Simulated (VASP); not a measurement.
Set up this calculation in VASP 6.6.1, as the native input.

```yaml
Task: single point
Functional: LDA
Potentials_or_basis: VASP PAW LDA potentials, release 64 (C)
Cutoff: 520 eV
k_mesh: 16 × 16 × 16
Occupations: gaussian, width 0.03 eV
Spin: no spin polarisation
Dipole_correction: no
Further_INCAR_settings: ALGO = Normal; EDIFF = 1e-06; NBANDS = 11
```

The structure of C lies in POSCAR:

```
C
1.0
    0.0000000000      2.1166507485      3.3597491838
    1.2227846672      0.0000000000      3.3597491838
    1.2227846672      2.1166507485      0.0000000000
C
2
Direct
    0.1274037932      0.8428320803      0.2728230797
    0.8332934344      0.1667065656      0.8332934344
```

This cell differs from its parent crystal: atom 1 (C) moved by (+0.200, -0.100) A along [1 1 0] and z.

One way to write it, as run:

INCAR

```
PREC = Accurate
ENCUT = 520
EDIFF = 1E-6
ISMEAR = 0
SIGMA = 0.03
LREAL = False
LASPH = True
NELM = 60
ALGO = Normal
ISIF = 2
LWAVE = False
LCHARG = False
NBANDS = 11
```

KPOINTS

```
Automatic mesh
0
Gamma
  16 16 16
```

Potentials or basis: VASP PAW LDA potentials, release 64 (C).

Launch:

```console
$ cat potpaw_LDA.64/C/POTCAR > POTCAR
$ mpirun -np 1 vasp_std > vasp.out
```

It gave:

```yaml
Pressure: 21.7 GPa
Largest_force: 13.086 eV/Å
Band_gap_on_the_k_mesh: zero (bands 4 and 5 overlap by 1.06 eV)
```

Caveat: the cell differs from its parent crystal (atom 1 (C) moved by (+0.200, -0.100) A along [1 1 0] and z); the cell stands under pressure; forces of over 1 eV/Å act on the atoms, so gaps and moduli don't describe the material at rest.

It took 2.5 min on 1 thread of Intel(R) Xeon(R) 6975P-C (Granite Rapids), on a shared host, peak memory 0.39 GiB.
